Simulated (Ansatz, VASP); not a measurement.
# Ru: VASP beside Ansatz

The input INCAR:

```
PREC = Accurate
ENCUT = 520
EDIFF = 1E-6
ISMEAR = -1
SIGMA = 0.1
LREAL = False
LASPH = True
NELM = 150
ALGO = Normal
ISIF = 2
LWAVE = False
LCHARG = True
MAGMOM = 0 0 0 0 0 0
LORBIT = 11
LSORBIT = True
GGA_COMPAT = False
LORBMOM = True
LMAXMIX = 4
GGA = PS
LVHAR = True
NBANDS = 40
```

Contents of KPOINTS:

```
Automatic mesh
0
Gamma
  13 13 8
```

POSCAR

```
Ru
1.0
    2.6932743844      0.0000000000      0.0000000000
   -1.3466371922      2.3324440363      0.0000000000
    0.0000000000      0.0000000000      4.2432628382
Ru
2
Direct
    0.3333333333      0.6666666667      0.2500000000
    0.6666666667      0.3333333333      0.7500000000
```

Input for Ansatz:

```yaml
crystal:
  lattice:
    - [2.6932743848, 0.0, 0.0]
    - [-1.3466371924, 2.3324440366, 0.0]
    - [0.0, 0.0, 4.2432628399]
  atoms:
    - { symbol: Ru, position: [0.3333333333, 0.6666666667, 0.25] }
    - { symbol: Ru, position: [0.6666666667, 0.3333333333, 0.75] }
hamiltonian:
  xc: pbesol
  pseudopotentials:
    kind: paw_fr
    azcp:
      Ru: "pseudopotentials/Ru.paw.azcp"
basis:
  ecutwfc: 420
  fft_grid_basis: typed
kpoints:
  mp_grid: { grid: [13, 13, 8], shift: [0, 0, 0] }
magnetization:
  noncollinear: true
  spin_orbit: true
scf:
  occupations: { method: fermi_dirac, width: 0.1 }
```

Alike in both runs: task single point; functional PBEsol; k mesh 13 × 13 × 8; occupations fermi-dirac, width 0.1 eV; non-collinear spin, spin-orbit coupling.

```csv
,VASP,Ansatz
version,VASP 6.6.1,Ansatz 0.2.0
potentials or method,"VASP PAW PBE potentials, release 64 (Ru_pv), cutoff 520 eV","plane waves (420 eV) with PAW, fully relativistic with spin-orbit coupling"
valence electrons in the cell,28,32
```

```csv
,VASP,Ansatz,Ansatz less VASP
net moment per atom (μB),0.00,0.00,0.000
```

VASP's potentials were made for PBE, not for PBEsol, and Ansatz warns of the same on its side. VASP's potentials hold 28 valence electrons a cell and Ansatz's 32, so a difference there can come from the potentials and not from the codes.
